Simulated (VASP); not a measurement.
Bi:

```
Bi
1.0
     6.33961    0.00000    0.00000
     0.00000    6.33961    0.00000
     0.00000    0.00000    6.33961
Bi
8
Direct
  0.00000 0.00000 0.00000
  0.50000 0.50000 0.50000
  0.25000 0.00000 0.50000
  0.75000 0.00000 0.50000
  0.50000 0.25000 0.00000
  0.50000 0.75000 0.00000
  0.00000 0.50000 0.25000
  0.00000 0.50000 0.75000
```

* Program: VASP 6.6.1
* Task: relaxation of cell and atoms
* Functional: BLYP
* Potentials or basis: VASP PAW PBE potentials, release 64 (Bi_d)
* Cutoff: 600 eV
* k mesh: 4 × 4 × 4
* Occupations: fermi-dirac, width 0.1 eV
* Spin: no spin polarisation

At the start: pressure 5.3 GPa; volume 31.85 Å³/atom.

Question: Where does the relaxation end?

Answer: Over 3 steps the energy falls by 53.2 meV/atom and the volume is 35.39 Å³/atom (+11.1 %); space group Pm-3n (No. 223, to 0.1 Å) before and after.

The path:
```csv
step,energy change (eV),largest force (eV/Å),pressure (GPa),volume (Å³)
1,0.0000,0.0000,5.30,254.79
2,-0.3643,0.0000,-1.52,295.65
3,-0.4258,0.0000,-0.01,283.10
```

Final structure:
```cif
data_structure
_symmetry_space_group_name_H-M 'P 1'
_symmetry_Int_Tables_number 1
_cell_length_a 6.5662
_cell_length_b 6.5662
_cell_length_c 6.5662
_cell_angle_alpha 90.000
_cell_angle_beta 90.000
_cell_angle_gamma 90.000
_cell_volume 283.10
loop_
_atom_site_label
_atom_site_type_symbol
_atom_site_fract_x
_atom_site_fract_y
_atom_site_fract_z
_atom_site_occupancy
Bi1 Bi 0.00000 0.00000 0.00000 1
Bi2 Bi 0.50000 0.50000 0.50000 1
Bi3 Bi 0.25000 0.00000 0.50000 1
Bi4 Bi 0.75000 0.00000 0.50000 1
Bi5 Bi 0.50000 0.25000 0.00000 1
Bi6 Bi 0.50000 0.75000 0.00000 1
Bi7 Bi 0.00000 0.50000 0.25000 1
Bi8 Bi 0.00000 0.50000 0.75000 1
```

Caveat: the PAW data sets were made with another functional, which shifts forces and pressure a little.
